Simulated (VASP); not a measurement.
Runs of VASP 6.6.1 on Al2O3. The structure is that of space group P-3m1 (No. 164), or close to it. The cells are those of the table. 

```csv
potentials or basis,cell,cutoff (eV),second run,gap on the mesh (eV),pressure (GPa),largest force (eV/Å)
"VASP PAW LDA potentials, release 64 (Al, O)","a = 2.840, b = 2.840, c = 8.554 Å, angles 90.0, 90.0, 120.0°, 5 atoms",520,-,0.11,-4.4,4.19
"VASP PAW LDA potentials, release 64 (Al, O)","a = 2.969, b = 2.969, c = 7.825 Å, angles 90.0, 90.0, 120.0°, 5 atoms",520,-,1.67,-8.3,1.64
"VASP PAW LDA potentials, release 64 (Al, O_h)","a = 3.250, b = 3.250, c = 6.528 Å, angles 90.0, 90.0, 120.0°, 5 atoms",910,hard_potentials,2.82,13.5,13.07
"VASP PAW LDA potentials, release 64 (Al, O_h)","a = 3.185, b = 3.185, c = 6.797 Å, angles 90.0, 90.0, 120.0°, 5 atoms",910,hard_potentials,3.19,4.3,8.21
"VASP PAW LDA potentials, release 64 (Al, O)","a = 2.923, b = 2.923, c = 8.072 Å, angles 90.0, 90.0, 120.0°, 5 atoms",520,-,1.14,-7.9,2.78
"VASP PAW LDA potentials, release 64 (Al, O)","a = 3.103, b = 3.103, c = 7.165 Å, angles 90.0, 90.0, 120.0°, 5 atoms",520,-,(b),-3.3,3.46
"VASP PAW LDA potentials, release 64 (Al, O)","a = 3.250, b = 3.250, c = 6.528 Å, angles 90.0, 90.0, 120.0°, 5 atoms",520,-,2.82,13.7,13.06
"VASP PAW LDA potentials, release 64 (Al, O)","a = 2.765, b = 2.765, c = 9.022 Å, angles 90.0, 90.0, 120.0°, 5 atoms",520,-,none,1.7,(a)
"VASP PAW LDA potentials, release 64 (Al, O)","a = 3.185, b = 3.185, c = 6.797 Å, angles 90.0, 90.0, 120.0°, 5 atoms",520,-,3.18,4.7,8.25
"VASP PAW LDA potentials, release 64 (Al, O)","a = 3.059, b = 3.059, c = 7.371 Å, angles 90.0, 90.0, 120.0°, 5 atoms",520,-,2.59,-6.0,1.47
```

Alike in all rows: task single point; level LDA; no spin polarisation; k mesh 12 × 12 × 4; smearing gaussian 0.05 eV.

Question: Estimate the missing entries.

Answer: (a) 4.66; (b) 2.98.

Caveats: forces of over 1 eV/Å act on the atoms, so gaps and moduli don't describe the material at rest; the cutoff is under 1.25 times the usual one of these potentials, so pressure, stress and relaxed cells hold a basis-set (Pulay) error (some runs).

A k mesh can miss the band edges.

A gap of «none» marks levels without a gap at the run's occupations.
